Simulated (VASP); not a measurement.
## Tl2Se: single point with PBE

Tl2Se:

```
CELL_PARAMETERS angstrom
9.10461 0.00000 0.00000
0.00000 9.10461 0.00000
0.00000 0.00000 4.29960
ATOMIC_POSITIONS crystal
Tl 0.34365 0.34365 0.00000
Tl 0.15635 0.84365 0.50000
Tl 0.65635 0.65635 0.00000
Tl 0.84365 0.15635 0.50000
Se 0.00000 0.00000 0.00000
Se 0.50000 0.50000 0.50000
```

```yaml
Program: VASP 6.6.1
Task: single point
Functional: PBE
Potentials_or_basis: VASP PAW PBE potentials, release 64 (Tl_d, Se)
Cutoff: 520 eV
k_mesh: 4 × 4 × 6
Occupations: gaussian, width 0.02 eV
Spin: no spin polarisation
```

```json
{
  "Pressure": "0.0 GPa",
  "Largest force": "0.006 eV/Å",
  "Band gap on the k mesh": "0.70 eV"
}
```

Forces in eV/Å, atoms in the order of the input:
```
Tl  -0.005 -0.005  0.000
Tl   0.005 -0.005  0.000
Tl   0.005  0.005  0.000
Tl  -0.005  0.005  0.000
Se   0.000  0.000  0.000
Se   0.000  0.000  0.000
```

Levels at points of the mesh, in eV from the valence-band top:
```csv
k point,band 28,band 29,band 30,band 31,band 32,band 33,band 34,band 35,band 36,band 37
"(0.00, 0.00, 0.00)",-1.59,-1.17,-1.09,0.00,0.00,0.70,1.67,2.18,2.79,2.79
"(0.50, 0.00, 0.00)",-1.49,-1.13,-1.13,-0.22,-0.22,1.44,1.44,2.25,2.25,3.13
"(0.50, 0.50, 0.00)",-1.60,-1.13,-1.13,-0.02,-0.02,1.89,1.89,2.01,2.01,2.25
"(0.00, 0.00, 0.50)",-2.28,-1.02,-1.02,-0.84,-0.84,1.77,1.77,2.00,2.00,2.45
"(0.50, 0.00, 0.50)",-2.28,-1.29,-1.29,-0.48,-0.48,1.37,1.37,2.52,2.52,2.68
"(0.50, 0.50, 0.50)",-2.29,-1.00,-1.00,-0.83,-0.83,1.75,1.75,1.83,1.83,2.91
```

Run time: 10 min on 1 thread of AMD EPYC 7R13, with other jobs on the host, peak memory 0.55 GiB.

Caveat: spin-orbit coupling is left out, which moves the levels of the heavy elements. A k mesh can miss the band edges.
